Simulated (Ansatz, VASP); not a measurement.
# One calculation of SrTiO3, two programs

```xyz
5
Lattice="3.9050 0.0000 0.0000 0.0000 3.9050 0.0000 0.0000 0.0000 3.9050" Properties=species:S:1:pos:R:3 pbc="T T T"
Sr    0.0000    0.0000    0.0000
Ti    1.9525    1.9525    1.9525
O     0.0000    1.9525    1.9525
O     1.9525    0.0000    1.9525
O     1.9525    1.9525    0.0000
```

Alike in both runs: task relaxation of cell and atoms; functional PBE; k mesh 4 × 4 × 4; occupations gaussian, width 0.1 eV; collinear spin.

|  | VASP | Ansatz |
| --- | --- | --- |
| version | VASP 6.6.1 | Ansatz 0.2.0 |
| potentials or method | VASP PAW PBE potentials, release 64 (Sr_sv, Ti_sv, O), cutoff 600 eV | scalar-relativistic, plane waves, PAW |
| valence electrons in the cell | 40 | 40 |

```csv
,VASP,Ansatz,Ansatz less VASP
"gap on the k mesh at the Fermi level, each at its own relaxed structure (eV)",1.79,1.82,+0.036
net moment per atom (μB),0.00,0.00,0.000
relaxed volume (Å³/atom),12.24,12.20,-0.037
relaxed length of the cell vector where the two differ most in proportion (Å),3.940,3.936,-0.0040
```

Ansatz's warnings: seeded moment not kept.
